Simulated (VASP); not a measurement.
**Fe: single point with LDA**

Crystal: Fe.

```
Fe
1.0
    -1.43300    1.43300    1.43300
     1.43300   -1.43300    1.43300
     1.43300    1.43300   -1.43300
Fe
1
Direct
  0.00000 0.00000 0.00000
```

| Quantity | Value |
| --- | --- |
| Program | VASP 6.6.1 |
| Task | single point |
| Functional | LDA |
| Potentials or basis | VASP PAW LDA potentials, release 64 (Fe) |
| Cutoff | 600 eV |
| k mesh | 12 × 12 × 12 |
| Occupations | fermi-dirac, width 0.1 eV |
| Spin | no spin polarisation |
| Dipole correction | no |
| Further INCAR settings | ALGO = Normal; EDIFF = 1e-06; NBANDS = 10 |

```
Pressure               : -37.8 GPa
Band gap on the k mesh : zero (bands 4 and 5 overlap by 1.83 eV)
```

Levels at points of the mesh, in eV from the Fermi level:
```csv
k point,band 1,band 2,band 3,band 4,band 5,band 6,band 7,band 8
"(0.00, 0.00, 0.00)",-8.16,-1.51,-1.51,-1.51,-0.04,-0.04,24.59,24.59
"(0.50, 0.00, 0.00)",-4.23,-2.61,-0.06,0.16,0.58,1.17,7.53,18.07
"(0.50, 0.50, 0.50)",-3.93,-3.93,0.91,0.91,0.91,9.73,9.73,9.73
```

Wall time 7.8 s on 1 thread of Intel(R) Xeon(R) Platinum 8259CL CPU @ 2.50GHz (Skylake/Cascade Lake) (shared host), peak memory 0.12 GiB.

Caveat: the cell stands under tension; the run has no spin polarisation, though such a crystal can be magnetic. Spin polarisation is off, so any magnetic state and its effect on volume and gap are missing.
